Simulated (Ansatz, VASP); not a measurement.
One calculation of CdTe, two programs

```
Cd Te
1.0
     0.00000    3.27996    3.27996
     3.27996    0.00000    3.27996
     3.27996    3.27996    0.00000
Cd Te
1 1
Cartesian
  0.0000 0.0000 0.0000
  1.6400 1.6400 1.6400
```

Alike in both runs: task single point; functional PBE0; k mesh 4 × 4 × 4; no spin polarisation.

```csv
,VASP,Ansatz
version,VASP 6.6.1,Ansatz 0.2.0
potentials or method,"VASP PAW PBE potentials, release 64 (Cd, Te)","plane waves, PAW"
plane-wave cutoff (eV),520,420
occupations,"gaussian, width 0.01 eV",fixed
valence electrons in the cell,18,36
```

|  | VASP | Ansatz | Ansatz less VASP |
| --- | --- | --- | --- |
| gap on the k mesh at the Fermi level (eV) | 2.12 | 2.16 | +0.041 |
| pressure (GPa) | 0.0 | 0.1 | +0.11 |

VASP's potentials hold 18 valence electrons a cell and Ansatz's 36, so a difference there can come from the potentials and not from the codes. Ansatz's warnings: stress exchange threshold loose, stress scf threshold loose.

Neither program's run includes spin-orbit coupling.
